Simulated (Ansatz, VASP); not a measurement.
**One calculation of SrTiO3, two programs**

POSCAR

```
SrTiO3
1.0
    3.9455357203      0.0000000000      0.0000000000
    0.0000000000      3.9455357203      0.0000000000
    0.0000000000      0.0000000000      3.9455357203
Sr Ti O
1 1 3
Direct
    0.0000000000      0.0000000000      0.0000000000
    0.5000000000      0.5000000000      0.5000000000
    0.5000000000      0.5000000000      0.0000000000
    0.5000000000      0.0000000000      0.5000000000
    0.0000000000      0.5000000000      0.5000000000
```

File INCAR.step1:

```
SYSTEM = SrTiO3
  PREC = Accurate
  ENCUT = 520
  ISMEAR = 0
  SIGMA = 0.01
  LREAL = .FALSE.
  LASPH = .TRUE.
  NELM = 100
  NBANDS = 28
  GGA = PE
  ALGO = Normal
  EDIFF = 1E-4
  LWAVE = .TRUE.
  LCHARG = .FALSE.
```

The input INCAR.step2:

```
SYSTEM = SrTiO3
  PREC = Accurate
  ENCUT = 520
  EDIFF = 1E-6
  ISMEAR = 0
  SIGMA = 0.01
  LREAL = .FALSE.
  LASPH = .TRUE.
  NELM = 100
  ALGO = Normal
  ISIF = 2
  LWAVE = .FALSE.
  LCHARG = .FALSE.
  METAGGA = R2SCAN
  LMIXTAU = .TRUE.
  NBANDS = 28
  ISTART = 1
```

The input KPOINTS:

```
Automatic mesh
0
G
  6 6 6
  0 0 0
```

Input for Ansatz:

```yaml
crystal:
  lattice:
    - [3.9455357203, 0.0, 0.0]
    - [0.0, 3.9455357203, 0.0]
    - [0.0, 0.0, 3.9455357203]
  atoms:
    - { symbol: Sr, position: [0.0, 0.0, 0.0] }
    - { symbol: Ti, position: [0.5, 0.5, 0.5] }
    - { symbol: O, position: [0.5, 0.5, 0.0] }
    - { symbol: O, position: [0.5, 0.0, 0.5] }
    - { symbol: O, position: [0.0, 0.5, 0.5] }
kpoints:
  mp_grid: { grid: [6, 6, 6] }
hamiltonian:
  xc: r2scan
scf:
  occupations: { method: fixed }
  n_extra_bands: 5
output:
  forces: true
  stress: true
  eigenvalues: true
```

Alike in both runs: task single point; functional r2SCAN; k mesh 6 × 6 × 6; no spin polarisation.

|  | VASP | Ansatz |
| --- | --- | --- |
| version | VASP 6.6.1 | Ansatz 0.2.0 |
| potentials or method | VASP PAW PBE potentials, release 64 (Sr_sv, Ti_sv, O) | plane waves, PAW |
| plane-wave cutoff (eV) | 520 | 500 |
| occupations | gaussian, width 0.01 eV | fixed |
| valence electrons in the cell | 40 | 40 |

Ansatz gave:

```
gap on the k mesh at the Fermi level (eV) : 2.19
pressure (GPa)                            : -5.2
```

Task: Which values does VASP return?

Result: gap on the k mesh at the Fermi level (eV): 2.21; pressure (GPa): -4.4.

VASP's potentials were made for PBE, not for r2SCAN.
